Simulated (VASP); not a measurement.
A run of VASP 6.6.1:

Contents of INCAR:

```
SYSTEM = AlV2C
PREC = Accurate
ENCUT = 520
EDIFF = 1E-6
ISMEAR = -1
SIGMA = 0.05
LREAL = .False.
LASPH = .True.
NELM = 150
ALGO = Normal
ISIF = 2
LWAVE = .False.
LCHARG = .False.
ISPIN = 2
MAGMOM = 2 2 2 2 0 0 0 0
LORBIT = 11
LMAXMIX = 4
NBANDS = 47
```

KPOINTS

```
Automatic mesh
0
Gamma
  11 11 2
  0 0 0
```

Contents of POSCAR:

```
AlV2C
1.0
    2.8558759243      0.0000000000      0.0000000000
   -1.4279379621      2.4732611005      0.0000000000
    0.0000000000      0.0000000000     12.9003203483
V Al C
4 2 2
Direct
    0.3333333333      0.6666666667      0.9143820179
    0.6666666667      0.3333333333      0.0856179821
    0.6666666667      0.3333333333      0.4143820179
    0.3333333333      0.6666666667      0.5856179821
    0.6666666667      0.3333333333      0.7500000000
    0.3333333333      0.6666666667      0.2500000000
    0.0000000000      0.0000000000      0.5000000000
    0.0000000000      0.0000000000      0.0000000000
```

Potentials or basis: VASP PAW LDA potentials, release 64 (V_sv, Al, C).

Command:

```sh
$ cat potpaw_LDA.64/V_sv/POTCAR potpaw_LDA.64/Al/POTCAR potpaw_LDA.64/C/POTCAR > POTCAR
$ mpirun -np 1 vasp_std > vasp.out
```

Hardware: 1 thread of Intel(R) Xeon(R) Platinum 8259CL CPU @ 2.50GHz (Skylake/Cascade Lake), with other jobs on the host.

Question: How long does it take, and how much memory?

Answer: Wall time 4.8 min on 1 thread of Intel(R) Xeon(R) Platinum 8259CL CPU @ 2.50GHz (Skylake/Cascade Lake), with other jobs on the host, peak memory 0.33 GiB. Counts: scf iterations 16, k points 32.
